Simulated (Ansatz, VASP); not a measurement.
**FeO: VASP beside Ansatz**

```xyz
2
Lattice="0.0000 2.1114 2.1114 2.1114 0.0000 2.1114 2.1114 2.1114 0.0000" Properties=species:S:1:pos:R:3 pbc="T T T"
Fe    0.0000    0.0000    0.0000
O     2.1114    2.1114    2.1114
```

Alike in both runs: task single point; functional PBE; dispersion D4; k mesh 11 × 11 × 11; occupations fermi-dirac, width 0.05 eV; collinear spin.

|  | VASP | Ansatz |
| --- | --- | --- |
| version | VASP 6.6.1 | Ansatz 0.2.0 |
| potentials or method | VASP PAW PBE potentials, release 64 (Fe_sv, O) | Ansatz PAW |
| plane-wave cutoff (eV) | 700 | 420 |
| valence electrons in the cell | 22 | 22 |

```tsv
	VASP	Ansatz	Ansatz less VASP
gap on the k mesh at the Fermi level (eV)	none	none	-
pressure (GPa)	8.2	9.3	+1.18
net moment per atom (μB)	2.00	2.00	0.000
size of the moment on the site where the two differ most (μB)	3.47	3.42	-0.053
```

Site moments also hang on the region over which each program counts them. A gap of «none» marks a metal or a gap that the smearing closes.
